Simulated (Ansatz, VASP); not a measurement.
Ti in VASP and in Ansatz

Contents of INCAR:

```
PREC = Accurate
ENCUT = 520
EDIFF = 1E-6
ISMEAR = 0
SIGMA = 0.15
LREAL = F
LASPH = T
NELM = 80
ALGO = Fast
ISIF = 2
LWAVE = F
LCHARG = F
GGA = CA
NBANDS = 19
```

KPOINTS

```
Automatic mesh
0
Gamma
  18 18 10
```

Contents of POSCAR:

```
Ti
1.0
    2.9499978604      0.0000000000      0.0000000000
   -1.4749989302      2.5547730882      0.0000000000
    0.0000000000      0.0000000000      4.8265800000
Ti
2
Direct
    0.3333333333      0.6666666667      0.2500000000
    0.6666666667      0.3333333333      0.7500000000
```

Input for Ansatz:

```yaml
crystal:
  lattice:
    - [2.9499978604, 0.0, 0.0]
    - [-1.4749989302, 2.5547730882, 0.0]
    - [0.0, 0.0, 4.82658]
  atoms:
    - { symbol: Ti, position: [0.3333333333, 0.6666666667, 0.25] }
    - { symbol: Ti, position: [0.6666666667, 0.3333333333, 0.75] }
basis:
  ecutwfc: 420
kpoints:
  mp_grid: { grid: [18, 18, 10] }
hamiltonian:
  xc: lda
scf:
  occupations: { method: gaussian, width: 0.15 }
output:
  forces: true
  stress: true
  eigenvalues: true
```

Change from the starting cell: strain +0.0300 x Voigt [0, 0, 1, 0, 0, 0], atoms carried along.

Alike in both runs: task single point; functional LDA; k mesh 18 × 18 × 10; occupations gaussian, width 0.15 eV; no spin polarisation.

```csv
,VASP,Ansatz
version,VASP 6.6.1,Ansatz 0.2.0
potentials or method,"VASP PAW LDA potentials, release 64 (Ti_sv), cutoff 520 eV","scalar-relativistic, plane waves, PAW"
valence electrons in the cell,24,24
```

```csv
,VASP,Ansatz,Ansatz less VASP
gap on the k mesh at the Fermi level (eV),none,none,-
pressure (GPa),-12.6,-12.4,+0.19
"traceless stress, the component that is largest in VASP (GPa)",-2.11,-2.13,-0.024
```

LDA's correlation is that of Perdew and Zunger in VASP and of Perdew and Wang (1992) in Ansatz. A gap of «none» marks a metal or a gap that the smearing closes.
